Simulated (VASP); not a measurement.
# Ru (P6_3/mmc) in VASP: notebook

Ru is run at these levels: PBEsol; tasks: single point.

Program: VASP 6.6.1. These are calculated values, not measurements. Logs are shortened: lines on timing, memory, paths and dates and some standing lists are left out, and cuts for length are marked.

## Step 1: The cell of the first run

The structure is hexagonal, space group P6_3/mmc (No. 194). The conventional cell has a = 2.644 Å, b = 2.644 Å, c = 4.048 Å, α = 90.00°, β = 90.00°, γ = 120.00°. Within 3.3 Å of Ru (site symmetry -6m2) lie 12 Ru at 2.54 to 2.64 Å.

## Step 2: Single point, PBEsol (volume 12.255 Å^3 an atom, c/a of the conventional cell 1.5311)

Contents of INCAR:

```
  PREC = Accurate
  ENCUT = 520
  EDIFF = 1E-6
  ISMEAR = 0
  SIGMA = 0.15
  LREAL = False
  LASPH = True
  NELM = 80
  ALGO = Fast
  ISIF = 2
  LWAVE = False
  LCHARG = True
  GGA = PS
  LELF = True
  LVHAR = True
  NBANDS = 21
```

Contents of KPOINTS:

```
regular mesh
0
Gamma
  21 21 12
```

Contents of POSCAR:

```
Ru
1.0
    2.6440502686      0.0000000000      0.0000000000
   -1.3220251343      2.2898147015      0.0000000000
    0.0000000000      0.0000000000      4.0483053663
Ru
2
Direct
    0.3333333333      0.6666666667      0.2500000000
    0.6666666667      0.3333333333      0.7500000000
```

Potentials or basis: VASP PAW PBE potentials, release 64 (Ru_pv).

Command:

```
> cat potpaw_PBE.64/Ru_pv/POTCAR > POTCAR
> mpirun -np 1 vasp_std > vasp.out
```

OUTCAR:

```text
PREC = Accurate
   ENCUT = 520
   EDIFF = 1E-6
   ISMEAR = 0
   LREAL = False
   LASPH = True
   NELM = 80
   ISIF = 2
   GGA = PS

 ion  position               nearest neighbor table
   1  0.333  0.667  0.250-   2 2.54   2 2.54   2 2.54   2 2.54   2 2.54   2 2.54
   2  0.667  0.333  0.750-   1 2.54   1 2.54   1 2.54   1 2.54   1 2.54   1 2.54

  LATTYP: Found a hexagonal cell.
 ALAT       =     2.6440502686
 C/A-ratio  =     1.5311000000

  Lattice vectors:

 A1 = (   2.6440502686,   0.0000000000,   0.0000000000)
 A2 = (  -1.3220251343,   2.2898147015,   0.0000000000)
 A3 = (   0.0000000000,   0.0000000000,   4.0483053663)

Analysis of symmetry for initial positions (statically):
=====================================================================
 Subroutine PRICEL returns:
 Original cell was already a primitive cell.

 Routine SETGRP: Setting up the symmetry group for a
 hexagonal supercell.

 Subroutine GETGRP returns: Found 24 space group operations
 (whereof 12 operations were pure point group operations)
 out of a pool of 24 trial point group operations.

The static configuration has the point symmetry D_3d.
 The point group associated with its full space group is D_6h.

Analysis of symmetry for dynamics (positions and initial velocities):
=====================================================================
 Subroutine PRICEL returns:
 Original cell was already a primitive cell.

 Routine SETGRP: Setting up the symmetry group for a
 hexagonal supercell.

 Subroutine GETGRP returns: Found 24 space group operations
 (whereof 12 operations were pure point group operations)
 out of a pool of 24 trial point group operations.

The dynamic configuration has the point symmetry D_3d.
 The point group associated with its full space group is D_6h.

 Subroutine INISYM returns: Found 24 space group operations
 (whereof 12 operations are pure point group operations),
 and found     1 'primitive' translations

----------------------------------------------------------------------------------------

                                     Primitive cell

  volume of cell :      24.5100

  direct lattice vectors                    reciprocal lattice vectors
     2.644050269  0.000000000  0.000000000     0.378207635  0.218358280  0.000000000
    -1.322025134  2.289814702  0.000000000     0.000000000  0.436716560  0.000000000
     0.000000000  0.000000000  4.048305366     0.000000000  0.000000000  0.247016939

  length of vectors
     2.644050269  2.644050269  4.048305366     0.436716560  0.436716560  0.247016939

  position of ions in fractional coordinates (direct lattice)
     0.333333333  0.666666667  0.250000000
     0.666666667  0.333333333  0.750000000

  ion indices of the primitive-cell ions
   primitive index   ion index
                 1           1
                 2           2

----------------------------------------------------------------------------------------

 KPOINTS: regular mesh

Automatic generation of k-mesh.
 Grid dimensions read from file:
 generate k-points for:   21   21   12

 Generating k-lattice:

  Cartesian coordinates                     Fractional coordinates (reciprocal lattice)
     0.018009887  0.010398013  0.000000000     0.047619048 -0.000000000  0.000000000
     0.000000000  0.020796027  0.000000000     0.000000000  0.047619048  0.000000000
     0.000000000  0.000000000  0.020584745     0.000000000  0.000000000  0.083333333

  Length of vectors
     0.020796027  0.020796027  0.020584745

  Shift w.r.t. Gamma in fractional coordinates (k-lattice)
     0.000000000  0.000000000  0.000000000

 Subroutine IBZKPT returns following result:
 ===========================================

 Found    336 irreducible k-points:

 Following reciprocal coordinates:
            Coordinates               Weight
  0.000000  0.000000  0.000000      1.000000
  0.047619  0.000000  0.000000      6.000000
  0.095238  0.000000  0.000000      6.000000
  0.142857  0.000000  0.000000      6.000000
  0.190476  0.000000  0.000000      6.000000
  0.238095  0.000000  0.000000      6.000000
[... 16 lines left out ...]
  0.142857  0.095238  0.000000     12.000000
  0.190476  0.095238  0.000000     12.000000
 [... further k-points ...]
   k-points           NKPTS =    336   k-points in BZ     NKDIM =    336   number of bands    NBANDS=     21
   number of dos      NEDOS =    301   number of ions     NIONS =      2
   total plane-waves  NPLWV =  12000
   dimension x,y,z NGX =    20 NGY =   20 NGZ =   30
   dimension x,y,z NGXF=    40 NGYF=   40 NGZF=   60
   ions per type =               2
   NGX,Y,Z   is equivalent  to a cutoff of  12.58, 12.58, 12.32 a.u.
   NGXF,Y,Z  is equivalent  to a cutoff of  25.15, 25.15, 24.64 a.u.
 SYSTEM =  unknown system
   PREC   = accura    normal or accurate (medium, high low for compatibility)
   ISTART =      0    job   : 0-new  1-cont  2-samecut
   ICHARG =      2    charge: 1-file 2-atom 10-const
   ISPIN  =      1    spin polarized calculation?
   LNONCOLLINEAR =      F non collinear calculations
   LSORBIT =      F    spin-orbit coupling
   LASPH  =      T    aspherical Exc in radial PAW
   ENCUT  =  520.0 eV  38.22 Ry    6.18 a.u.   4.92  4.92  7.53*2*pi/ulx,y,z
   NELM   =     80;   NELMIN=  2; NELMDL= -5     # of ELM steps
   EDIFF  = 0.1E-05   stopping-criterion for ELM
   LREAL  =      F    real-space projection
   EDIFFG = 0.1E-04   stopping-criterion for IOM
   NSW    =      0    number of steps for IOM
   IBRION =     -1    ionic relax: 0-MD 1-quasi-New 2-CG
   NFREE  =      0    steps in history (QN), initial steepest desc. (CG)
   ISIF   =      2    stress and relaxation
   ISYM   =      2    0-nonsym 1-usesym 2-fastsym
   POTIM  = 0.5000    time-step for ionic-motion
   TEBEG  =    0.0;   TEEND  =   0.0 temperature during run
   PSTRESS=    0.0 pullay stress
   NELECT =      28.0000    total number of electrons
   NUPDOWN=      -1.0000    fix difference up-down
   EMIN   =  10.00;   EMAX   =-10.00  energy-range for DOS
   EFERMI =   0.00;   METHOD = LEGACY
   ISMEAR =     0;   SIGMA  =   0.15  broadening in eV -4-tet -1-fermi 0-gaus
   EFERMI_NEDOS =   21; number of points for ismear=-14 and -15
   IALGO  =     68    algorithm
   IMIX   =      4    mixing-type and parameters
     AMIX     =   0.40;   BMIX     =  1.00
     AMIX_MAG =   1.60;   BMIX_MAG =  1.00
  volume/ion in A,a.u.               =      12.25        82.70
  Fermi-wavevector in a.u.,A,eV,Ry     =   1.711380  3.234039 39.849027  2.928821
  Thomas-Fermi vector in A             =   2.789505
   LORBIT       =      0    0 simple, 1 ext, 2 COOP (PROOUT), +10 PAW based schemes
   GGA     = PS    functional components
   LHFCALC =     F    Hartree Fock is set to
   AEXX    =    0.0000 exact exchange contribution
   IVDW    =     0    specifies the selected vdW correction
   LEPSILON=     F    determine dielectric tensor
   LRPA    =     F    only Hartree local field effects (RPA)
 non-spin polarized calculation
 RMM-DIIS sequential band-by-band and
 Gauss-broadening in eV      SIGMA  =   0.15
  energy-cutoff  :      520.00
  volume of cell :       24.51
 maximum number of plane-waves:       689
 NGX is ok and might be reduce to    20
   NGX =  9   NGY =  9   NGZ = 15

 number of electron      28.0000001 magnetization

 Free energy of the ion-electron system (eV)
  ---------------------------------------------------
  ext. energy  EPLUGINS =         0.00000000
  ---------------------------------------------------
  free energy    TOTEN  =       -20.09362360 eV

  energy without entropy =      -20.07710574  energy(sigma->0) =      -20.08536467

 E-fermi :  14.6905     XC(G=0): -14.9211

 val. band max:       14.6889048339   @ k =   0.2857  -0.0000   0.0000
 cond. band min:      14.6956918061   @ k =   0.0952   0.0952   0.3333
 fundamental gap:      0.0067869721
 Fermi energy:        14.6904705019

 k-point     1 :       0.0000    0.0000    0.0000
  band No.  band energies     occupation
      1     -29.4459      2.00000
      2     -28.1334      2.00000
      3     -28.1334      2.00000
      4     -27.8573      2.00000
      5     -27.8573      2.00000
      6     -27.7403      2.00000
[... 13 lines left out ...]
     20      24.8448      0.00000
     21      26.7169      0.00000

 k-point     2 :       0.0476    0.0000    0.0000
  band No.  band energies     occupation
      1     -29.4350      2.00000
      2     -28.1547      2.00000
      3     -28.1411      2.00000
      4     -27.8799      2.00000
      5     -27.8596      2.00000
      6     -27.7462      2.00000
[... 13 lines left out ...]
     20      24.8447      0.00000
     21      26.7092      0.00000

 k-point     3 :       0.0952    0.0000    0.0000
  band No.  band energies     occupation
      1     -29.4027      2.00000
      2     -28.2169      2.00000
      3     -28.1634      2.00000
      4     -27.9451      2.00000
      5     -27.8664      2.00000
      6     -27.7639      2.00000
[... 13 lines left out ...]
     20      24.8446      0.00000
     21      26.6757      0.00000

 k-point     4 :       0.1429    0.0000    0.0000
  band No.  band energies     occupation
      1     -29.3503      2.00000
      2     -28.3145      2.00000
      3     -28.1975      2.00000
      4     -28.0457      2.00000
      5     -27.8780      2.00000
      6     -27.7934      2.00000
[... 13 lines left out ...]
     20      24.8446      0.00000
     21      26.5971      0.00000

 k-point     5 :       0.1905    0.0000    0.0000
  band No.  band energies     occupation
      1     -29.2801      2.00000
      2     -28.4387      2.00000
      3     -28.2395      2.00000
      4     -28.1709      2.00000
      5     -27.8937      2.00000
      6     -27.8345      2.00000
[... 13 lines left out ...]
     20      24.8445      0.00000
     21      26.4659      0.00000

 k-point     6 :       0.2381    0.0000    0.0000
  band No.  band energies     occupation
      1     -29.1952      2.00000
      2     -28.5786      2.00000
      3     -28.3081      2.00000
      4     -28.2855      2.00000
      5     -27.9126      2.00000
      6     -27.8865      2.00000
[... 13 lines left out ...]
     20      24.8443      0.00000
     21      26.2936      0.00000

 k-point     7 :       0.2857   -0.0000    0.0000
  band No.  band energies     occupation
      1     -29.0996      2.00000
      2     -28.7215      2.00000
      3     -28.4445      2.00000
      4     -28.3312      2.00000
      5     -27.9483      2.00000
      6     -27.9328      2.00000
[... 13 lines left out ...]
     20      26.0931      0.00000
     21      28.0738      0.00000
[... 291 lines left out ...]
      1     -29.0664      2.00000
      2     -28.7774      2.00000
      3     -28.7626      2.00000
      4     -28.4498      2.00000
      5     -28.1854      2.00000
      6     -28.0001      2.00000
[... 13 lines left out ...]
     20      26.6218      0.00000
     21      27.9255      0.00000

 k-point    21 :       0.4762    0.0476    0.0000
  band No.  band energies     occupation
      1     -29.0874      2.00000
      2     -28.7803      2.00000
      3     -28.7493      2.00000
      4     -28.4570      2.00000
      5     -28.2084      2.00000
      6     -28.0035      2.00000
[... 13 lines left out ...]
     20      26.7275      0.00000
     21      27.6859      0.00000

 k-point    22 :       0.0952    0.0952    0.0000
  band No.  band energies     occupation
      1     -29.3197      2.00000
      2     -28.3484      2.00000
      3     -28.2587      2.00000
      4     -28.0669      2.00000
      5     -27.8988      2.00000
      6     -27.8111      2.00000
[... 13 lines left out ...]
     20      24.8445      0.00000
     21      26.5491      0.00000

 k-point    23 :       0.1429    0.0952    0.0000
  band No.  band energies     occupation
      1     -29.2509      2.00000
      2     -28.4518      2.00000
      3     -28.3462      2.00000
      4     -28.1425      2.00000
      5     -27.9248      2.00000
      6     -27.8521      2.00000
[... 13 lines left out ...]
     20      24.8444      0.00000
     21      26.4284      0.00000

 k-point    24 :       0.1905    0.0952    0.0000
  band No.  band energies     occupation
      1     -29.1674      2.00000
      2     -28.5780      2.00000
      3     -28.4391      2.00000
      4     -28.2227      2.00000
      5     -27.9518      2.00000
      6     -27.9040      2.00000
[... 13 lines left out ...]
     20      24.8442      0.00000
     21      26.2879      0.00000

 [... further k-points ...]

------------------------ aborting loop because EDIFF is reached ----------------------------------------

  FORCE on cell =-STRESS in cart. coord.  units (eV):
  Direction    XX          YY          ZZ          XY          YZ          ZX
  --------------------------------------------------------------------------------------
  -------------------------------------------------------------------------------------
  Total        4.4989985      4.4989985      7.7925282      0.0000000      0.0000000     -0.0000000
  in kB      294.0919383    294.0919383    509.3844134      0.0000000      0.0000000     -0.0000000
  external PRESSURE =     365.8560967 kB  Pullay stress =       0.0000000 kB

 VOLUME and BASIS-vectors are now :
 -----------------------------------------------------------------------------
  energy-cutoff  :      520.00
  volume of cell :       24.51
      direct lattice vectors                 reciprocal lattice vectors
     2.644050269  0.000000000  0.000000000     0.378207635  0.218358280  0.000000000
    -1.322025134  2.289814702  0.000000000     0.000000000  0.436716560  0.000000000
     0.000000000  0.000000000  4.048305366     0.000000000  0.000000000  0.247016939

 POSITION                                       TOTAL-FORCE (eV/Angst)
 -----------------------------------------------------------------------------------
     -0.00000      1.52654      1.01208         0.000000     -0.000000      0.000000
      1.32203      0.76327      3.03623        -0.000000      0.000000      0.000000
 -----------------------------------------------------------------------------------
    total drift:                               -0.000000      0.000000     -0.000000

  FREE ENERGIE OF THE ION-ELECTRON SYSTEM (eV)
  ---------------------------------------------------
  free  energy   TOTEN  =       -20.0936236007 eV

  energy  without entropy=      -20.0771057390  energy(sigma->0) =      -20.08536467
```

It took 63 s on 1 thread of Intel Xeon 6975P-C (Granite Rapids), shared host; peak memory 0.24 GiB.

Results:

```
Free energy            : -20.0936 eV
Pressure               : 36.6 GPa
Band gap on the k mesh : zero (band 14 reaches 16.37 eV, above the bottom of band 15 at 12.69 eV)
```

Stress tensor (GPa, compression positive):
```
29.41  0.00  0.00
 0.00 29.41  0.00
 0.00  0.00 50.94
```

Caveat: the PAW data sets were made with another functional, which shifts forces and pressure a little.

## Step 3: Single point, PBEsol (volume 12.468 Å^3 an atom, c/a of the conventional cell 1.6589)

Contents of INCAR:

```
SYSTEM = Ru
PREC = Accurate
ENCUT = 520
EDIFF = 1E-6
ISMEAR = 0
SIGMA = 0.15
LREAL = .False.
LASPH = .True.
NELM = 60
ALGO = Fast
ISIF = 2
LWAVE = .False.
LCHARG = .False.
GGA = PS
NBANDS = 21
```

Contents of KPOINTS:

```
regular mesh
0
Gamma
  21 21 12
  0 0 0
```

Contents of POSCAR:

```
Ru
1.0
    2.5891585762      0.0000000000      0.0000000000
   -1.2945792881      2.2422771014      0.0000000000
    0.0000000000      0.0000000000      4.2951551620
Ru
2
Direct
    0.3333333333      0.6666666667      0.2500000000
    0.6666666667      0.3333333333      0.7500000000
```

Potentials or basis: VASP PAW PBE potentials, release 64 (Ru_pv).

Command:

```
> cat potpaw_PBE.64/Ru_pv/POTCAR > POTCAR
> mpirun -np 1 vasp_std > vasp.out
```

Run time: 72 s. Hardware: 1 thread of Intel Xeon 6975P-C (Granite Rapids), shared host; peak memory 0.24 GiB.

It converged, with:

| Quantity | Value |
| --- | --- |
| Free energy | -20.1445 eV |
| Pressure | 27.3 GPa |
| Band gap on the k mesh | zero (band 14 reaches 16.28 eV, above the bottom of band 15 at 12.62 eV) |

Stress tensor (GPa, compression positive):
```
36.91  0.00  0.00
 0.00 36.91  0.00
 0.00  0.00  8.01
```

Levels at points of the mesh, in eV from the Fermi level:
```
           k point  band 10  band 11  band 12  band 13  band 14  band 15  band 16  band 17  band 18  band 19
(0.00, 0.00, 0.00)    -2.93    -2.93    -2.26    -2.26    -1.17    -1.17     0.78     1.37     1.37    10.17
(0.00, 0.00, 0.50)    -3.31    -3.00    -3.00    -3.00    -3.00     0.63     0.63     0.63     0.63    10.19
```

Caveat: the PAW data sets were made with another functional, which shifts forces and pressure a little.

[end of part 1 of 2]
